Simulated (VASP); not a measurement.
Here is a VASP 6.6.1 calculation.

File INCAR:

```
PREC     = Accurate       # precision mode
ENCUT    = 750            # plane-wave cutoff, eV
EDIFF    = 1E-7           # SCF threshold, eV
ISMEAR   = -1             # smearing method
SIGMA    = 0.03           # smearing width, eV
LREAL    = F              # projectors in reciprocal space
LASPH    = T              # aspherical terms in the spheres
NELM     = 120            # most SCF steps
ALGO     = Normal         # electronic algorithm
ISIF     = 3              # what is computed and relaxed
LWAVE    = F              # write WAVECAR
LCHARG   = F              # write CHGCAR
GGA      = PS             # functional
IBRION   = 2              # ionic algorithm
NSW      = 100            # ionic steps
EDIFFG   = -0.01          # ionic threshold
GGA_COMPAT= F            
NELMIN   = 4
```

Contents of KPOINTS:

```
Automatic mesh
0
Gamma
  4 4 4
```

Contents of POSCAR:

```
K2LiBr3
1.0
    3.3632440300      1.9417698500      4.9680623900
   -3.3632440300      1.9417698500      4.9680623900
    0.0000000000     -3.8835396900      4.9680623900
K Li Br
2 1 3
Direct
    0.1253110000      0.1253110000      0.1253110000
    0.8746890000      0.8746890000      0.8746890000
    0.5000000000      0.5000000000      0.5000000000
    0.5000000000      0.5000000000      0.0000000000
    0.5000000000      0.0000000000      0.5000000000
    0.0000000000      0.5000000000      0.5000000000
```

Potentials or basis: VASP PAW PBE potentials, release 64 (K_sv, Li_sv, Br).

The run is started by

```sh
$ cat potpaw_PBE.64/K_sv/POTCAR potpaw_PBE.64/Li_sv/POTCAR potpaw_PBE.64/Br/POTCAR > POTCAR
$ mpirun -np 1 vasp_std > vasp.out
```

Question: Estimate the relaxed volume.

Answer: 30.49 Å³/atom.

Question: What does it give for the band gap on the k mesh?

Answer: 3.26 eV (least direct gap 3.27 eV).

Final structure:
```
CELL_PARAMETERS angstrom
3.74753 2.16364 3.76075
-3.74753 2.16364 3.76075
0.00000 -4.32727 3.76075
ATOMIC_POSITIONS crystal
K 0.14305 0.14305 0.14305
K 0.85695 0.85695 0.85695
Li 0.50000 0.50000 0.50000
Br 0.50000 0.50000 0.00000
Br 0.50000 0.00000 0.50000
Br 0.00000 0.50000 0.50000
```

Caveat: the PAW data sets were made with another functional, which shifts forces and pressure a little.
